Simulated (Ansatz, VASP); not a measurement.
## One calculation of TiO2, two programs

INCAR

```
SYSTEM = TiO2
ALGO = Normal
EDIFF = 1E-7
ENCUT = 520
GGA = PS
ISIF = 2
ISMEAR = -1
LASPH = .TRUE.
LCHARG = .FALSE.
LREAL = .FALSE.
LWAVE = .FALSE.
NBANDS = 33
NELM = 60
PREC = Accurate
SIGMA = 0.05
```

Contents of KPOINTS:

```
k-points
0
G
  6 6 9
  0 0 0
```

The input POSCAR:

```
TiO2
1.0
    4.5998373239      0.0000000000      0.0000000000
    0.0000000000      4.5998373239      0.0000000000
    0.0000000000      0.0000000000      2.9592135600
Ti O
2 4
Direct
   -0.0071520000      0.0075740000      0.4974220000
    0.4918730000      0.5106150000     -0.0034650000
    0.3065360000      0.3035420000      0.4963890000
    0.1892690000      0.8078500000      0.0048570000
    0.7955150000      0.1941590000      0.0070300000
    0.6990960000      0.7056660000      0.5098970000
```

The input input.yaml:

```yaml
crystal:
  lattice:
    - [4.5998373239, 0.0, 0.0]
    - [0.0, 4.5998373239, 0.0]
    - [0.0, 0.0, 2.95921356]
  atoms:
    - { symbol: Ti, position: [-0.007152, 0.007574, 0.497422] }
    - { symbol: Ti, position: [0.491873, 0.510615, -0.003465] }
    - { symbol: O, position: [0.306536, 0.303542, 0.496389] }
    - { symbol: O, position: [0.189269, 0.80785, 0.004857] }
    - { symbol: O, position: [0.795515, 0.194159, 0.00703] }
    - { symbol: O, position: [0.699096, 0.705666, 0.509897] }
kpoints:
  mp_grid: { grid: [6, 6, 9] }
scf:
  occupations: { method: fermi_dirac, width: 0.05 }
hamiltonian:
  xc: pbesol
  pseudopotentials: { kind: all_electron, lapw: { basis_error: 0.001 } }
output:
  forces: true
  stress: true
  eigenvalues: true
  populations: true
```

Change from the starting cell: atoms moved at random, drawn with an rms of 0.05 Å.

Alike in both runs: task single point; functional PBEsol; k mesh 6 × 6 × 9; occupations fermi-dirac, width 0.05 eV; no spin polarisation.

|  | VASP | Ansatz |
| --- | --- | --- |
| version | VASP 6.6.1 | Ansatz 0.2.0 |
| potentials or method | VASP PAW PBE potentials, release 64 (Ti_sv, O), cutoff 520 eV | all-electron LAPW, scalar-relativistic |

Ansatz gave:

```
gap on the k mesh at the Fermi level (eV)                     : 1.75
least direct gap on the mesh (eV)                             : 1.78
pressure (GPa)                                                : -2.9
traceless stress, the component that is largest in VASP (GPa) : -1.31
rms of the force components (eV/Å)                            : 0.277
```

Question: What did VASP give for the same quantities?

Answer: gap on the k mesh at the Fermi level (eV): 1.73; least direct gap on the mesh (eV): 1.76; pressure (GPa): -2.2; traceless stress, the component that is largest in VASP (GPa): -1.15; rms of the force components (eV/Å): 0.275.

VASP's potentials were made for PBE, not for PBEsol. Atom by atom the forces differ by 0.012 eV/Å (rms over components). Ansatz ran all-electron here, and VASP with PAW potentials.
